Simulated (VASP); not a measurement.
# WSe2 in VASP: a series of runs

The runs below take WSe2 through single point, with PBEsol+D3(BJ).

Everything below comes from runs of VASP 6.6.1. Logs are shortened: lines on timing, memory, paths and dates and some standing lists are left out, and cuts for length are marked.

### Step 1. The cell of the first run

The cell holds a slab with vacuum, 3 atoms: a = 3.574 Å, b = 3.574 Å, c = 14.356 Å, α = 90.00°, β = 90.00°, γ = 120.00°.

### Step 2. Single point, PBEsol+D3(BJ)

The input, INCAR:

```
ALGO = Normal ; EDIFF = 1E-7
ENCUT = 520 ; GGA = PS
ISIF = 2 ; ISMEAR = 0
IVDW = 12 ; LASPH = True
LCHARG = False ; LREAL = False
LWAVE = False ; NBANDS = 20
NELM = 80 ; PREC = Accurate
SIGMA = 0.05
```

The input, KPOINTS:

```
k-points
0
Gamma
  12 12 2
```

The input, POSCAR:

```
WSe2
1.0
    3.5741399250      0.0000000000      0.0000000000
   -1.7870699625      3.0952959717      0.0000000000
    0.0000000000      0.0000000000     14.3555519605
W Se
1 2
Direct
    0.0000000000      0.0000000000      0.0000000000
    0.3333333333      0.6666666667      0.0997865200
    0.3333333333      0.6666666667      0.9002134800
```

Potentials or basis: VASP PAW PBE potentials, release 64 (W_sv, Se).

The run is started by

```
$ cat potpaw_PBE.64/W_sv/POTCAR potpaw_PBE.64/Se/POTCAR > POTCAR
$ mpirun -np 1 vasp_std > vasp.out
```

OUTCAR:

```text
EDIFF = 1E-7
   ENCUT = 520
   GGA = PS
   ISIF = 2
   ISMEAR = 0
   IVDW = 12
   LASPH = True
   LREAL = False
   NELM = 80
   PREC = Accurate
 IVDW          = 12

 ion  position               nearest neighbor table
   1  0.000  0.000  0.000-   2 2.51   3 2.51   2 2.51   3 2.51   2 2.51   3 2.51
   2  0.333  0.667  0.100-   1 2.51   1 2.51   1 2.51
   3  0.333  0.667  0.900-   1 2.51   1 2.51   1 2.51

  LATTYP: Found a hexagonal cell.
 ALAT       =     3.5741399250
 C/A-ratio  =     4.0165053025

  Lattice vectors:

 A1 = (   3.5741399250,   0.0000000000,   0.0000000000)
 A2 = (  -1.7870699625,   3.0952959717,   0.0000000000)
 A3 = (   0.0000000000,   0.0000000000,  14.3555519605)

Analysis of symmetry for initial positions (statically):
=====================================================================
 Subroutine PRICEL returns:
 Original cell was already a primitive cell.

 Routine SETGRP: Setting up the symmetry group for a
 hexagonal supercell.

 Subroutine GETGRP returns: Found 12 space group operations
 (whereof 12 operations were pure point group operations)
 out of a pool of 24 trial point group operations.

The static configuration has the point symmetry D_3h.

Analysis of symmetry for dynamics (positions and initial velocities):
=====================================================================
 Subroutine PRICEL returns:
 Original cell was already a primitive cell.

 Routine SETGRP: Setting up the symmetry group for a
 hexagonal supercell.

 Subroutine GETGRP returns: Found 12 space group operations
 (whereof 12 operations were pure point group operations)
 out of a pool of 24 trial point group operations.

The dynamic configuration has the point symmetry D_3h.

 Subroutine INISYM returns: Found 12 space group operations
 (whereof 12 operations are pure point group operations),
 and found     1 'primitive' translations

----------------------------------------------------------------------------------------

                                     Primitive cell

  volume of cell :     158.8158

  direct lattice vectors                    reciprocal lattice vectors
[... 82 lines left out ...]
   ICHARG =      2    charge: 1-file 2-atom 10-const
   ISPIN  =      1    spin polarized calculation?
   LNONCOLLINEAR =      F non collinear calculations
   LSORBIT =      F    spin-orbit coupling
   LASPH  =      T    aspherical Exc in radial PAW
   ENCUT  =  520.0 eV  38.22 Ry    6.18 a.u.   6.65  6.65 26.69*2*pi/ulx,y,z
   NELM   =     80;   NELMIN=  2; NELMDL= -5     # of ELM steps
   EDIFF  = 0.1E-06   stopping-criterion for ELM
   LREAL  =      F    real-space projection
   EDIFFG = 0.1E-05   stopping-criterion for IOM
   NSW    =      0    number of steps for IOM
   IBRION =     -1    ionic relax: 0-MD 1-quasi-New 2-CG
   NFREE  =      0    steps in history (QN), initial steepest desc. (CG)
   ISIF   =      2    stress and relaxation
   ISYM   =      2    0-nonsym 1-usesym 2-fastsym
   POTIM  = 0.5000    time-step for ionic-motion
   TEBEG  =    0.0;   TEEND  =   0.0 temperature during run
   PSTRESS=    0.0 pullay stress
   NELECT =      26.0000    total number of electrons
   NUPDOWN=      -1.0000    fix difference up-down
   EMIN   =  10.00;   EMAX   =-10.00  energy-range for DOS
   EFERMI =   0.00;   METHOD = LEGACY
   ISMEAR =     0;   SIGMA  =   0.05  broadening in eV -4-tet -1-fermi 0-gaus
   EFERMI_NEDOS =   21; number of points for ismear=-14 and -15
   IALGO  =     38    algorithm
   IMIX   =      4    mixing-type and parameters
     AMIX     =   0.40;   BMIX     =  1.00
     AMIX_MAG =   1.60;   BMIX_MAG =  1.00
  volume/ion in A,a.u.               =      52.94       357.25
  Fermi-wavevector in a.u.,A,eV,Ry     =   0.895574  1.692389 10.912587  0.802053
  Thomas-Fermi vector in A             =   2.017923
   LORBIT       =      0    0 simple, 1 ext, 2 COOP (PROOUT), +10 PAW based schemes
   GGA     = PS    functional components
   LHFCALC =     F    Hartree Fock is set to
   AEXX    =    0.0000 exact exchange contribution
   IVDW    =    12    specifies the selected vdW correction
   LEPSILON=     F    determine dielectric tensor
   LRPA    =     F    only Hartree local field effects (RPA)
 non-spin polarized calculation
 Gauss-broadening in eV      SIGMA  =   0.05
  energy-cutoff  :      520.00
  volume of cell :      158.82
 maximum number of plane-waves:      4325
 NGX is ok and might be reduce to    28

 number of electron      26.0000000 magnetization

 Free energy of the ion-electron system (eV)
  ---------------------------------------------------
  ext. energy  EPLUGINS =         0.00000000
  ---------------------------------------------------
  free energy    TOTEN  =       -22.23678695 eV

  energy without entropy =      -22.23384607  energy(sigma->0) =      -22.23531651

 E-fermi :  -0.6327     XC(G=0):  -4.9798

 val. band max:       -0.9199236620   @ k =   0.3333   0.3333   0.5000
 cond. band min:      -0.6178921370   @ k =   0.0833   0.0000   0.0000
 fundamental gap:      0.3020315250
 Fermi energy:        -0.6326827970

 k-point     1 :       0.0000    0.0000    0.0000
  band No.  band energies     occupation
      1     -75.3187      2.00000
      2     -39.5731      2.00000
      3     -39.5731      2.00000
      4     -39.4416      2.00000
      5     -16.0268      2.00000
      6     -13.9199      2.00000
[... 541 lines left out ...]
     19       5.5772      0.00000
     20       5.6235      0.00000

 [... further k-points ...]

------------------------ aborting loop because EDIFF is reached ----------------------------------------

 Edisp (eV)   -0.74798

 E8    (eV) :    -0.5187

  FORCE on cell =-STRESS in cart. coord.  units (eV):
  Direction    XX          YY          ZZ          XY          YZ          ZX
  --------------------------------------------------------------------------------------
  -------------------------------------------------------------------------------------
  Total      -4.33555    -4.33555     7.60509     0.00000     0.00000     0.00000
  in kB     -43.73819   -43.73819    76.72228     0.00000     0.00000     0.00000
  external pressure =       -3.58 kB  Pullay stress =        0.00 kB

 VOLUME and BASIS-vectors are now :
 -----------------------------------------------------------------------------
  energy-cutoff  :      520.00
  volume of cell :      158.82
      direct lattice vectors                 reciprocal lattice vectors
     3.574139925  0.000000000  0.000000000     0.279787591  0.161535441  0.000000000
    -1.787069962  3.095295972  0.000000000     0.000000000  0.323070882  0.000000000
     0.000000000  0.000000000 14.355551960     0.000000000  0.000000000  0.069659460

 POSITION                                       TOTAL-FORCE (eV/Angst)
 -----------------------------------------------------------------------------------
      0.00000      0.00000      0.00000         0.000000      0.000000      0.000000
     -0.00000      2.06353      1.43249        -0.000000      0.000000      2.670487
     -0.00000      2.06353     12.92306         0.000000     -0.000000     -2.670487
 -----------------------------------------------------------------------------------
    total drift:                                0.000000     -0.000000     -0.000000

  FREE ENERGIE OF THE ION-ELECTRON SYSTEM (eV)
  ---------------------------------------------------
  free  energy   TOTEN  =       -22.9847637610 eV

  energy  without entropy=      -22.9818228787  energy(sigma->0) =      -22.98329332
```

OSZICAR:

```text
N       E                     dE             d eps       ncg     rms          rms(c)
DAV:   1     0.161696342989E+03    0.16170E+03   -0.12027E+04  1832   0.110E+03
DAV:   2    -0.107388051770E+02   -0.17244E+03   -0.16672E+03  1976   0.251E+02
DAV:   3    -0.231264001347E+02   -0.12388E+02   -0.12296E+02  2024   0.623E+01
[... 13 lines left out ...]
DAV:  17    -0.222367844178E+02   -0.71587E-05   -0.21137E-07  1560   0.191E-03    0.595E-04
DAV:  18    -0.222367866710E+02   -0.22532E-05   -0.10351E-07  1432   0.114E-03    0.435E-04
DAV:  19    -0.222367868029E+02   -0.13186E-06   -0.64374E-09  1428   0.399E-04    0.180E-04
DAV:  20    -0.222367869467E+02   -0.14380E-06   -0.10728E-08  1288   0.270E-04    0.703E-05
DAV:  21    -0.222367869507E+02   -0.39863E-08   -0.27265E-10  1176   0.715E-05
   1 F= -.22984764E+02 E0= -.22983293E+02  d E =-.294088E-02
```

It took 78 s on 1 thread of Intel Xeon 6975P-C (Granite Rapids), shared host; peak memory 0.34 GiB.

What came out:

```yaml
Free_energy: -22.9848 eV
Largest_force: 2.670 eV/Å
Band_gap_on_the_k_mesh: zero (band 13 reaches -0.46 eV, above the bottom of band 14 at -0.92 eV)
Dispersion_energy_per_atom: -0.249 eV
```

Forces in eV/Å, atoms in the order of the input:
```
W    0.000  0.000  0.000
Se   0.000  0.000  2.670
Se   0.000  0.000 -2.670
```

Levels at points of the mesh, in eV from the Fermi level:
| k point | band 10 | band 11 | band 12 | band 13 | band 14 | band 15 | band 16 | band 17 |
| --- | --- | --- | --- | --- | --- | --- | --- | --- |
| (0.00, 0.00, 0.00) | -2.72 | -2.72 | -1.23 | 0.17 | 1.95 | 1.95 | 2.63 | 2.63 |
| (0.50, 0.00, 0.00) | -4.09 | -2.70 | -1.45 | -1.36 | 0.80 | 0.84 | 3.15 | 4.08 |
| (0.00, 0.00, 0.50) | -2.72 | -2.72 | -1.23 | 0.17 | 1.95 | 1.95 | 2.63 | 2.63 |
| (0.50, 0.00, 0.50) | -4.09 | -2.70 | -1.45 | -1.36 | 0.80 | 0.84 | 3.15 | 4.08 |

Caveat: the PAW data sets were made with another functional, which shifts forces and pressure a little; spin-orbit coupling is left out, which moves the levels of the heavy elements.

### Step 3. Single point, PBEsol+D3(BJ)

This run uses another cell than the first one, of the same volume but with other edges.

The input, INCAR:

```
SYSTEM = WSe2
PREC     = Accurate       ! precision mode
ENCUT    = 520            ! plane-wave cutoff, eV
EDIFF    = 1E-6           ! SCF threshold, eV
ISMEAR   = 0              ! smearing method
SIGMA    = 0.05           ! smearing width, eV
LREAL    = .FALSE.        ! projectors in reciprocal space
LASPH    = .TRUE.         ! aspherical terms in the spheres
NELM     = 80             ! most SCF steps
ALGO     = Normal         ! electronic algorithm
ISIF     = 2              ! what is computed and relaxed
LWAVE    = .FALSE.        ! write WAVECAR
LCHARG   = .FALSE.        ! write CHGCAR
GGA      = PS             ! functional
IVDW     = 12             ! dispersion correction
NBANDS   = 20             ! bands
```

The input, KPOINTS:

```
regular mesh
0
G
  12 12 2
  0 0 0
```

The input, POSCAR:

```
WSe2
1.0
    3.0400945843      0.0000000000      0.0000000000
   -1.5200472922      2.6327991399      0.0000000000
    0.0000000000      0.0000000000     19.8421535289
W Se
1 2
Direct
    0.0000000000      0.0000000000      0.0000000000
    0.3333333333      0.6666666667      0.0997865200
    0.3333333333      0.6666666667      0.9002134800
```

Potentials or basis: VASP PAW PBE potentials, release 64 (W_sv, Se).

The run is started by

```
$ cat potpaw_PBE.64/W_sv/POTCAR potpaw_PBE.64/Se/POTCAR > POTCAR
$ mpirun -np 1 vasp_std > vasp.out
```

Wall time 70 s (1 thread of Intel Xeon 6975P-C (Granite Rapids), shared host); peak memory 0.35 GiB.

Results (log left out):

```yaml
Free_energy: -22.9974 eV
Largest_force: 2.860 eV/Å
Band_gap_on_the_k_mesh: zero (band 13 reaches -0.12 eV, above the bottom of band 14 at -0.14 eV)
Dispersion_energy_per_atom: -0.318 eV
```

Forces in eV/Å, atoms in the order of the input:
```
W    0.000  0.000  0.000
Se   0.000  0.000 -2.860
Se   0.000  0.000  2.860
```

Levels at points of the mesh, in eV from the Fermi level:
```
           k point  band 11  band 12  band 13  band 14  band 15  band 16
(0.00, 0.00, 0.00)    -1.43     0.04     0.04     3.01     3.01     3.25
(0.50, 0.00, 0.00)    -2.14    -1.86    -0.17     1.57     2.51     3.37
(0.00, 0.00, 0.50)    -1.43     0.04     0.04     3.01     3.01     3.25
(0.50, 0.00, 0.50)    -2.14    -1.86    -0.17     1.57     2.51     3.37
```

Caveat: the PAW data sets were made with another functional, which shifts forces and pressure a little; spin-orbit coupling is left out, which moves the levels of the heavy elements.
